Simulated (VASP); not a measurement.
# ZrH (P4_2/mmc) in VASP: a series of runs, part 2 of 2

VASP 6.6.1.

## Step 3: Single point, LDA

This run uses another cell than the first one, of the same volume but with other edges.

INCAR reads:

```
SYSTEM = ZrH
PREC = Accurate
ENCUT = 520
EDIFF = 1E-7
ISMEAR = 0
SIGMA = 0.15
LREAL = .FALSE.
LASPH = .TRUE.
NELM = 100
ALGO = Normal
ISIF = 2
LWAVE = .FALSE.
LCHARG = .FALSE.
GGA = CA
NBANDS = 21
```

KPOINTS reads:

```
Automatic mesh
0
G
  16 16 12
  0 0 0
```

POSCAR reads:

```
ZrH
1.0
    3.3341856405      0.0000000000      0.0000000000
    0.0000000000      3.3341856405      0.0000000000
    0.0000000000      0.0000000000      4.6804568151
Zr H
2 2
Direct
    0.0000000000      0.5000000000      0.0000000000
    0.5000000000      0.0000000000      0.5000000000
    0.0000000000      0.0000000000      0.7500000000
    0.0000000000      0.0000000000      0.2500000000
```

Potentials or basis: VASP PAW LDA potentials, release 64 (Zr_sv, H).

The run is started by

```console
$ cat potpaw_LDA.64/Zr_sv/POTCAR potpaw_LDA.64/H/POTCAR > POTCAR
$ mpirun -np 1 vasp_std > vasp.out
```

OUTCAR:

```text
SYSTEM = ZrH
   PREC = Accurate
   ENCUT = 520
   EDIFF = 1E-7
   ISMEAR = 0
   LREAL = .FALSE.
   LASPH = .TRUE.
   NELM = 100
   ISIF = 2
   GGA = CA

 ion  position               nearest neighbor table
   1  0.000  0.500  0.000-   3 2.04   4 2.04   3 2.04   4 2.04   2 3.32   2 3.32   2 3.32   2 3.32
                             2 3.32   2 3.32   2 3.32   2 3.32
   2  0.500  0.000  0.500-   3 2.04   4 2.04   3 2.04   4 2.04   1 3.32   1 3.32   1 3.32   1 3.32
                             1 3.32   1 3.32   1 3.32   1 3.32
   3  0.000  0.000  0.750-   1 2.04   2 2.04   1 2.04   2 2.04
   4  0.000  0.000  0.250-   1 2.04   2 2.04   1 2.04   2 2.04

  LATTYP: Found a simple tetragonal cell.
 ALAT       =     3.3341856405
 C/A-ratio  =     1.4037781095

  Lattice vectors:

 A1 = (   3.3341856405,   0.0000000000,   0.0000000000)
 A2 = (   0.0000000000,   3.3341856405,   0.0000000000)
 A3 = (   0.0000000000,   0.0000000000,   4.6804568151)

Analysis of symmetry for initial positions (statically):
=====================================================================
 Subroutine PRICEL returns:
 Original cell was already a primitive cell.

 Routine SETGRP: Setting up the symmetry group for a
[... 177 lines left out ...]
 val. band max:        8.1349392783   @ k =   0.5000   0.4375   0.4167
 cond. band min:       8.1372046843   @ k =   0.0625   0.0000   0.4167
 fundamental gap:      0.0022654060
 Fermi energy:         8.1350887692

 k-point     1 :       0.0000    0.0000    0.0000
  band No.  band energies     occupation
      1     -40.5988      2.00000
      2     -40.4671      2.00000
      3     -19.1168      2.00000
      4     -18.7089      2.00000
      5     -18.7089      2.00000
      6     -18.3909      2.00000
[... 565 lines left out ...]
     20      13.2088      0.00000
     21      16.0841      0.00000

 [... further k-points ...]

------------------------ aborting loop because EDIFF is reached ----------------------------------------

  FORCE on cell =-STRESS in cart. coord.  units (eV):
  Direction    XX          YY          ZZ          XY          YZ          ZX
  --------------------------------------------------------------------------------------
  -------------------------------------------------------------------------------------
  Total       -1.9258166     -1.9258166     -0.5194368     -0.0000000      0.0000000      0.0000000
  in kB      -59.3004112    -59.3004112    -15.9946780     -0.0000000      0.0000000      0.0000000
  external PRESSURE =     -44.8651668 kB  Pullay stress =       0.0000000 kB

 VOLUME and BASIS-vectors are now :
 -----------------------------------------------------------------------------
  energy-cutoff  :      520.00
  volume of cell :       52.03
      direct lattice vectors                 reciprocal lattice vectors
     3.334185640  0.000000000  0.000000000     0.299923312  0.000000000  0.000000000
     0.000000000  3.334185640  0.000000000     0.000000000  0.299923312  0.000000000
     0.000000000  0.000000000  4.680456815     0.000000000  0.000000000  0.213654359

 POSITION                                       TOTAL-FORCE (eV/Angst)
 -----------------------------------------------------------------------------------
      0.00000      1.66709      0.00000         0.000000      0.000000     -0.000000
      1.66709      0.00000      2.34023         0.000000      0.000000     -0.000000
      0.00000      0.00000      3.51034         0.000000      0.000000     -0.000000
      0.00000      0.00000      1.17011         0.000000      0.000000      0.000000
 -----------------------------------------------------------------------------------
    total drift:                                0.000000      0.000000      0.000000

  FREE ENERGIE OF THE ION-ELECTRON SYSTEM (eV)
  ---------------------------------------------------
  free  energy   TOTEN  =       -27.4469218865 eV

  energy  without entropy=      -27.4171749367  energy(sigma->0) =      -27.43204841
```

OSZICAR:

```text
N       E                     dE             d eps       ncg     rms          rms(c)
DAV:   1     0.215505995239E+03    0.21551E+03   -0.13935E+04 13238   0.122E+03
DAV:   2    -0.125490367430E+02   -0.22806E+03   -0.22256E+03 15083   0.357E+02
DAV:   3    -0.291493417841E+02   -0.16600E+02   -0.16451E+02 24931   0.706E+01
DAV:   4    -0.295285332459E+02   -0.37919E+00   -0.37861E+00 16078   0.113E+01
DAV:   5    -0.295388034812E+02   -0.10270E-01   -0.10269E-01 20407   0.129E+00    0.196E+01
DAV:   6    -0.277702336150E+02    0.17686E+01   -0.24620E+00 15398   0.101E+01    0.751E+00
DAV:   7    -0.274403351809E+02    0.32990E+00   -0.13753E+00 18504   0.632E+00    0.110E+00
DAV:   8    -0.274466185106E+02   -0.62833E-02   -0.13370E-01 17416   0.206E+00    0.599E-01
DAV:   9    -0.274471807542E+02   -0.56224E-03   -0.67313E-03 17881   0.608E-01    0.108E-01
DAV:  10    -0.274469295498E+02    0.25120E-03   -0.37797E-04 15980   0.102E-01    0.473E-02
DAV:  11    -0.274469225957E+02    0.69541E-05   -0.47573E-05 16373   0.522E-02    0.460E-03
DAV:  12    -0.274469220363E+02    0.55940E-06   -0.18450E-06 20068   0.799E-03    0.197E-03
DAV:  13    -0.274469218878E+02    0.14847E-06   -0.23356E-07 13202   0.285E-03    0.146E-03
DAV:  14    -0.274469218865E+02    0.13215E-08   -0.21431E-08  9410   0.111E-03
   1 F= -.27446922E+02 E0= -.27432048E+02  d E =-.297469E-01
```

stdout:

```text
POSCAR found type information on POSCAR ZrH
 POSCAR found :  2 types and       4 ions
 scaLAPACK will be used
 LDA part: xc-table for (Slater(with rela. corr.)+CA(PZ))
 , standard interpolation
 POSCAR, INCAR and KPOINTS ok, starting setup
 FFT: planning ... GRIDC
 FFT: planning ... GRID_SOFT
 FFT: planning ... GRID
 WAVECAR not read
 entering main loop
```

Wall time 10 min (1 thread of Intel Xeon 8259CL, shared host); peak memory 0.38 GiB.

What came out:

```
Free energy            : -27.4469 eV
Pressure               : -4.5 GPa
Band gap on the k mesh : zero (bands 13 and 14 overlap by 1.24 eV)
```

Caveat: the cell stands under tension.

## Step 4: Single point, LDA

This run uses another cell than the first one, of the same volume but with other edges.

INCAR reads:

```
SYSTEM = ZrH
PREC = Accurate ; ENCUT = 520
EDIFF = 1E-6 ; ISMEAR = 0
SIGMA = 0.15 ; LREAL = .FALSE.
LASPH = .TRUE. ; NELM = 80
ALGO = Normal ; ISIF = 2
LWAVE = .FALSE. ; LCHARG = .FALSE.
GGA = CA ; NBANDS = 21
```

KPOINTS reads:

```
regular mesh
0
G
  16 16 12
  0 0 0
```

POSCAR reads:

```
ZrH
1.0
    3.1413873521      0.0000000000      0.0000000000
    0.0000000000      3.1413873521      0.0000000000
    0.0000000000      0.0000000000      5.2725998675
Zr H
2 2
Direct
    0.0000000000      0.5000000000      0.0000000000
    0.5000000000      0.0000000000      0.5000000000
    0.0000000000      0.0000000000      0.7500000000
    0.0000000000      0.0000000000      0.2500000000
```

The run is started by

```console
$ cat potpaw_LDA.64/Zr_sv/POTCAR potpaw_LDA.64/H/POTCAR > POTCAR
$ mpirun -np 1 vasp_std > vasp.out
```

Wall time 6 min (1 thread of Intel Xeon 8259CL, shared host); peak memory 0.37 GiB.

Results (log left out):

```
Free energy            : -27.4712 eV
Pressure               : -5.8 GPa
Band gap on the k mesh : zero (bands 13 and 14 overlap by 0.71 eV)
```

Stress tensor (GPa, compression positive):
```
-3.81  0.00  0.00
 0.00 -3.81  0.00
 0.00  0.00 -9.83
```

Levels at points of the mesh, in eV from the Fermi level:
```
           k point  band 10  band 11  band 12  band 13  band 14  band 15  band 16  band 17
(0.00, 0.00, 0.00)    -3.62    -2.89    -2.53    -0.28     1.21     1.21     1.53     4.07
(0.50, 0.00, 0.00)    -5.39    -1.65    -0.91    -0.40    -0.16     2.03     2.24     2.74
(0.50, 0.50, 0.00)    -3.31    -2.74    -2.74    -1.66     3.41     3.51     4.09     4.09
(0.00, 0.00, 0.50)    -6.51    -1.66    -1.66    -0.32    -0.32     2.25     2.25     2.79
(0.50, 0.00, 0.50)    -3.71    -2.65    -0.38     0.02     0.77     1.24     1.68     3.98
(0.50, 0.50, 0.50)    -5.14    -2.02    -2.02    -0.12    -0.12     1.58     1.58     5.78
```

Caveat: the cell stands under tension.

## Step 5: The runs side by side

```tsv
cell	gap on the mesh (eV)	pressure (GPa)
a = 3.052, b = 3.052, c = 5.587 Å, 4 atoms	none	-6.4
a = 3.334, b = 3.334, c = 4.680 Å, 4 atoms	none	-4.5
a = 3.141, b = 3.141, c = 5.273 Å, 4 atoms	none	-5.8
```

Alike in all rows: task single point; level LDA; potentials or basis VASP PAW LDA potentials, release 64 (Zr_sv, H); no spin polarisation; k mesh 16 × 16 × 12; cutoff (eV) 520; smearing gaussian 0.15 eV.

Caveats: the cell stands under tension.

Absolute energies hang on the potentials; compare differences alone.
